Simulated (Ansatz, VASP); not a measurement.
## CdF2: VASP beside Ansatz

Contents of INCAR:

```
ALGO = Normal
EDIFF = 1E-6
ENCUT = 700
GGA = PS
GGA_COMPAT = F
ISIF = 2
ISMEAR = 0
LASPH = T
LCHARG = T
LELF = T
LREAL = F
LVHAR = T
LWAVE = F
NBANDS = 24
NELM = 120
PREC = Accurate
SIGMA = 0.05
```

The input KPOINTS:

```
k-points
0
Gamma
  8 8 8
```

The input POSCAR:

```
CdF2
1.0
   -1.1314091028      2.2628182056      2.2628182056
    2.2628182056     -1.1314091028      2.2628182056
    2.2628182056      2.2628182056     -1.1314091028
Cd F
1 2
Direct
    0.0000000000      0.0000000000      0.0000000000
    0.2500000000      0.2500000000      0.2500000000
    0.7500000000      0.7500000000      0.7500000000
```

Input for Ansatz:

```yaml
crystal:
  lattice:
    - [-1.1314091028, 2.2628182056, 2.2628182056]
    - [2.2628182056, -1.1314091028, 2.2628182056]
    - [2.2628182056, 2.2628182056, -1.1314091028]
  atoms:
    - { symbol: Cd, position: [0.0, 0.0, 0.0] }
    - { symbol: F, position: [0.25, 0.25, 0.25] }
    - { symbol: F, position: [0.75, 0.75, 0.75] }
basis:
  ecutwfc: 420
kpoints:
  mp_grid: { grid: [8, 8, 8] }
hamiltonian:
  xc: pbesol
scf:
  occupations: { method: gaussian, width: 0.05 }
output:
  forces: true
  stress: true
  eigenvalues: true
```

Alike in both runs: task single point; functional PBEsol; k mesh 8 × 8 × 8; occupations gaussian, width 0.05 eV; no spin polarisation.

|  | VASP | Ansatz |
| --- | --- | --- |
| version | VASP 6.6.1 | Ansatz 0.2.0 |
| potentials or method | VASP PAW PBE potentials, release 64 (Cd_sv_GW, F), cutoff 700 eV | scalar-relativistic, plane waves, PAW |
| valence electrons in the cell | 34 | 34 |

```csv
,VASP,Ansatz,Ansatz less VASP
gap on the k mesh at the Fermi level (eV),5.95,5.96,+0.013
least direct gap on the mesh (eV),6.68,6.70,+0.013
rms of the force components (eV/Å),17.051,16.627,-0.4243
```

VASP's potentials were made for PBE, not for PBEsol. Atom by atom the forces differ by 0.424 eV/Å (rms over components).
